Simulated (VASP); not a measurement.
Wanted: the native input for a VASP 6.6.1 run.

- Task: single point
- Functional: HSE06
- Dispersion: D3(BJ)
- Potentials or basis: VASP PAW PBE potentials, release 64 (Al)
- Cutoff: 520 eV
- k mesh: 8 × 8 × 8
- Occupations: fermi-dirac, width 0.1 eV
- Spin: no spin polarisation
- Dipole correction: no
- Grid for exact exchange (PRECFOCK): Normal
- Further INCAR settings: ALGO = Normal; EDIFF = 1e-07; NBANDS = 8
- Share of exact exchange: 0.25
- Screening parameter: 0.2079 1/Å

The system is Al.

```xyz
1
Lattice="0.0000 2.0248 2.0248 2.0248 0.0000 2.0248 2.0248 2.0248 0.0000" Properties=species:S:1:pos:R:3 pbc="T T T"
Al    0.0000    0.0000    0.0000
```

One way to write it, as run:

POSCAR

```
Al
1.0
    0.0000000000      2.0248050000      2.0248050000
    2.0248050000      0.0000000000      2.0248050000
    2.0248050000      2.0248050000      0.0000000000
Al
1
Direct
    0.0000000000      0.0000000000      0.0000000000
```

INCAR.step1

```
PREC = Accurate
ENCUT = 520
EDIFF = 1E-5
ISMEAR = -1
SIGMA = 0.1
LREAL = False
LASPH = True
NELM = 100
ALGO = Normal
ISIF = 2
LWAVE = True
LCHARG = False
NBANDS = 8
GGA = PE
```

INCAR.step2

```
PREC = Accurate
ENCUT = 520
EDIFF = 1E-7
ISMEAR = -1
SIGMA = 0.1
LREAL = False
LASPH = True
NELM = 100
ALGO = Normal
ISIF = 2
LWAVE = False
LCHARG = False
GGA = PE
LHFCALC = True
HFSCREEN = 0.2079
PRECFOCK = Normal
IVDW = 12
VDW_S6 = 1.0
VDW_S8 = 2.31
VDW_A1 = 0.383
VDW_A2 = 5.685
NBANDS = 8
ISTART = 1
```

KPOINTS

```
Automatic mesh
0
Gamma
  8 8 8
```

Potentials or basis: VASP PAW PBE potentials, release 64 (Al).

Command:

```console
$ cat potpaw_PBE.64/Al/POTCAR > POTCAR
$ cp INCAR.step1 INCAR
$ mpirun -np 1 vasp_std > vasp.out
$ cp INCAR.step2 INCAR
$ mpirun -np 1 vasp_std > vasp.out
```

It gave:

```yaml
Pressure: -5.7 GPa
Band_gap_on_the_k_mesh: zero (an odd number of electrons rules out a gap without spin polarisation)
Dispersion_energy_per_atom: -0.430 eV
```

Caveat: the cell stands under tension; the PAW data sets were made with another functional, which shifts forces and pressure a little.

It took 13 min on 1 thread of AMD EPYC 7R43 64-Core Processor (Zen 3) (shared host), peak memory 0.21 GiB.
